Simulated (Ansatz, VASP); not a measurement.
ZnS: VASP beside Ansatz

```
CELL_PARAMETERS angstrom
0.00000 2.70465 2.70465
2.70465 0.00000 2.70465
2.70465 2.70465 0.00000
ATOMIC_POSITIONS crystal
Zn 0.00000 0.00000 0.03137
S 0.75000 0.75000 0.75000
```

Alike in both runs: task electric field gradients; functional PBE; k mesh 8 × 8 × 8; occupations fermi-dirac, width 0.01 eV; no spin polarisation.

```csv
,VASP,Ansatz
version,VASP 6.6.1,Ansatz 0.2.0
potentials or method,"VASP PAW PBE potentials, release 64 (Zn, S)","PAW with Ansatz's default frozen-core files, scalar-relativistic"
plane-wave cutoff (eV),520,420
valence electrons in the cell,18,18
```

Ansatz gave:

```
gap on the k mesh at the Fermi level (eV)                     : 2.02
pressure (GPa)                                                : 1.9
traceless stress, the component that is largest in VASP (GPa) : -1.97
rms of the force components (eV/Å)                            : 0.417
size of Vzz on the site where it differs most (V/Å²)          : 30.1
```

Task: Estimate VASP's values.

Result: gap on the k mesh at the Fermi level (eV): 2.03; pressure (GPa): 2.0; traceless stress, the component that is largest in VASP (GPa): -2.00; rms of the force components (eV/Å): 0.421; size of Vzz on the site where it differs most (V/Å²): 32.3.

Atom by atom the forces differ by 0.003 eV/Å (rms over components).
